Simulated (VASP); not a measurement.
LiCaF3, 5 atoms in the cell. Symmetry: P4/mmm, No. 123, tetragonal system. The conventional cell has a = 3.761 Å, b = 3.761 Å, c = 3.874 Å, α = 90.00°, β = 90.00°, γ = 90.00°. Within 2.5 Å of Li (site symmetry 4/mmm) lie 6 F at 1.88 to 1.94 Å. Within 3.5 Å of Ca (site symmetry 4/mmm) lie 12 F at 2.66 to 2.70 Å and 8 Li at 3.29 Å. F (site symmetry mmm) has 2 Li at 1.88 Å within 2.5 Å. Within 2.6 Å of F (site symmetry 4/mmm) lie 2 Li at 1.94 Å.  This cell differs from its parent crystal: strain +0.0300 x Voigt [0, 0, 1, 0, 0, 0].

| Item | Value |
| --- | --- |
| Program | VASP 6.6.1 |
| Task | single point |
| Functional | LDA |
| Potentials or basis | VASP PAW LDA potentials, release 64 (Li_sv, Ca_sv, F) |
| Cutoff | 520 eV |
| k mesh | 6 × 6 × 6 |
| Occupations | gaussian, width 0.05 eV |
| Spin | no spin polarisation |
| Dipole correction | no |
| Further INCAR settings | ALGO = Normal; EDIFF = 1e-07; NBANDS = 25 |

Potentials or basis: VASP PAW LDA potentials, release 64 (Li_sv, Ca_sv, F).

Run with:

```console
$ cat potpaw_LDA.64/Li_sv/POTCAR potpaw_LDA.64/Ca_sv/POTCAR potpaw_LDA.64/F/POTCAR > POTCAR
$ mpirun -np 1 vasp_std > vasp.out
```

Hardware: 1 thread of AMD EPYC 7R13 Processor (Zen 3), on a shared host.

Task: Estimate the wall time of this run.

Result: It took 36 s on 1 thread of AMD EPYC 7R13 Processor (Zen 3), on a shared host, peak memory 0.14 GiB. Counts: scf iterations 14, k points 40.
